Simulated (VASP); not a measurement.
Wanted: the native input for a VASP 6.6.1 run.

```
Task                   : single point
Functional             : PBEsol
Potentials or basis    : VASP PAW PBE potentials, release 64 (Ni)
Cutoff                 : 310 eV
k mesh                 : 17 × 17 × 9
Occupations            : tetrahedron, width 0.1 eV
Spin                   : collinear spin, ferromagnetic start
Starting moments       : [1.0, 1.0] μB
Hubbard terms          : Ni d U = 4 eV
Tolerance level        : standard
Purpose                : density of states
K density              : 14 × 14 × 8
Further INCAR settings : ALGO = Normal; EDIFF = 1e-06; NBANDS = 32
```

Ni:

```
CELL_PARAMETERS angstrom
2.44802 0.00000 0.00000
-1.22401 2.12005 0.00000
0.00000 0.00000 4.07281
ATOMIC_POSITIONS crystal
Ni 0.66667 0.33333 0.75000
Ni 0.33333 0.66667 0.25000
```

This isn't the form of Ni at room conditions, which is fcc.

The input as run:

POSCAR

```
Ni
1.0
    2.4480228978      0.0000000000      0.0000000000
   -1.2240114489      2.1200500186      0.0000000000
    0.0000000000      0.0000000000      4.0728075700
Ni
2
Direct
    0.6666666667      0.3333333333      0.7500000000
    0.3333333333      0.6666666667      0.2500000000
```

INCAR.step1

```
SYSTEM = Ni
  ALGO = Normal
  EDIFF = 1E-6
  ENCUT = 310
  GGA = PS
  GGA_COMPAT = .False.
  ISMEAR = 1
  ISPIN = 2
  KPAR = 2
  LASPH = .True.
  LCHARG = .True.
  LDAU = .True.
  LDAUJ = 0
  LDAUL = 2
  LDAUTYPE = 2
  LDAUU = 4
  LMAXMIX = 4
  LORBIT = 11
  LREAL = .False.
  LWAVE = .False.
  MAGMOM = 1 1
  NBANDS = 32
  NELM = 200
  PREC = Accurate
  SIGMA = 0.1
```

KPOINTS.step1

```
k-points
0
Gamma
  14 14 8
```

INCAR.step2

```
SYSTEM = Ni
  ALGO = Normal
  EDIFF = 1E-6
  EMAX = 17.2181
  EMIN = -7.7819
  ENCUT = 310
  GGA = PS
  GGA_COMPAT = .False.
  ICHARG = 11
  ISMEAR = -5
  ISPIN = 2
  KPAR = 2
  LASPH = .True.
  LCHARG = .False.
  LDAU = .True.
  LDAUJ = 0
  LDAUL = 2
  LDAUTYPE = 2
  LDAUU = 4
  LMAXMIX = 4
  LORBIT = 11
  LREAL = .False.
  LWAVE = .False.
  MAGMOM = 1 1
  NBANDS = 32
  NEDOS = 2001
  NELM = 200
  PREC = Accurate
```

KPOINTS.step2

```
Automatic mesh
0
Gamma
  17 17 9
  0 0 0
```

Potentials or basis: VASP PAW PBE potentials, release 64 (Ni).

Command:

```sh
$ cat potpaw_PBE.64/Ni/POTCAR > POTCAR
$ cp INCAR.step1 INCAR
$ cp KPOINTS.step1 KPOINTS
$ mpirun -np 2 vasp_std > vasp.out
$ cp INCAR.step2 INCAR
$ cp KPOINTS.step2 KPOINTS
$ mpirun -np 2 vasp_std > vasp.out
```

Results of the run:

```yaml
Net_moment: 1.55 μB per cell
Site_moments: Ni +0.76 μB
Valence_electrons_inside_the_program's_atomic_spheres: Ni 9.43
Density_of_states_at_the_Fermi_level: 0.87 states/eV/atom
```

Caveat: the U is typed as a test and isn't derived for this compound.

It took 64 s on 2 MPI ranks on Intel(R) Xeon(R) Platinum 8488C (Sapphire Rapids) (shared host), peak memory 0.18 GiB a rank.
